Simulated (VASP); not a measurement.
Wanted: the native input for a VASP 6.6.1 run.

- Task: single point
- Functional: r2SCAN
- Potentials or basis: VASP PAW PBE potentials, release 64 (Mg)
- Cutoff: 520 eV
- k mesh: 21 × 21 × 12
- Occupations: fermi-dirac, width 0.15 eV
- Spin: no spin polarisation
- Dipole correction: no
- Further INCAR settings: ALGO = Normal; EDIFF = 1e-06; NBANDS = 9

Crystal: Mg.

```
Mg
1.0
     3.18290    0.00000    0.00000
    -1.59145    2.75648    0.00000
     0.00000    0.00000    5.16335
Mg
2
Direct
  0.33333 0.66667 0.25000
  0.66667 0.33333 0.75000
```

One way to write it, as run:

POSCAR

```
Mg
1.0
    3.1829038979      0.0000000000      0.0000000000
   -1.5914519489      2.7564756334      0.0000000000
    0.0000000000      0.0000000000      5.1633507725
Mg
2
Direct
    0.3333333333      0.6666666667      0.2500000000
    0.6666666667      0.3333333333      0.7500000000
```

INCAR.step1

```
ALGO = Normal
EDIFF = 1E-4
ENCUT = 520
GGA = PE
ISMEAR = -1
LASPH = T
LCHARG = F
LREAL = F
LWAVE = T
NBANDS = 9
NELM = 100
PREC = Accurate
SIGMA = 0.15
```

INCAR.step2

```
ALGO = Normal
EDIFF = 1E-6
ENCUT = 520
ISIF = 2
ISMEAR = -1
ISTART = 1
LASPH = T
LCHARG = F
LMIXTAU = T
LREAL = F
LWAVE = F
METAGGA = R2SCAN
NBANDS = 9
NELM = 100
PREC = Accurate
SIGMA = 0.15
```

KPOINTS

```
k-points
0
Gamma
  21 21 12
```

Potentials or basis: VASP PAW PBE potentials, release 64 (Mg).

Command:

```bash
$ cat potpaw_PBE.64/Mg/POTCAR > POTCAR
$ cp INCAR.step1 INCAR
$ mpirun -np 1 vasp_std > vasp.out
$ cp INCAR.step2 INCAR
$ mpirun -np 1 vasp_std > vasp.out
```

It gave:

| Item | Value |
| --- | --- |
| Pressure | -0.3 GPa |
| Band gap on the k mesh | zero (bands 2 and 3 overlap by 2.34 eV) |

Caveat: the PAW data sets were made with another functional, which shifts forces and pressure a little.

Run time: 88 s on 1 thread of Intel(R) Xeon(R) 6975P-C (Granite Rapids) (shared host), peak memory 0.26 GiB.
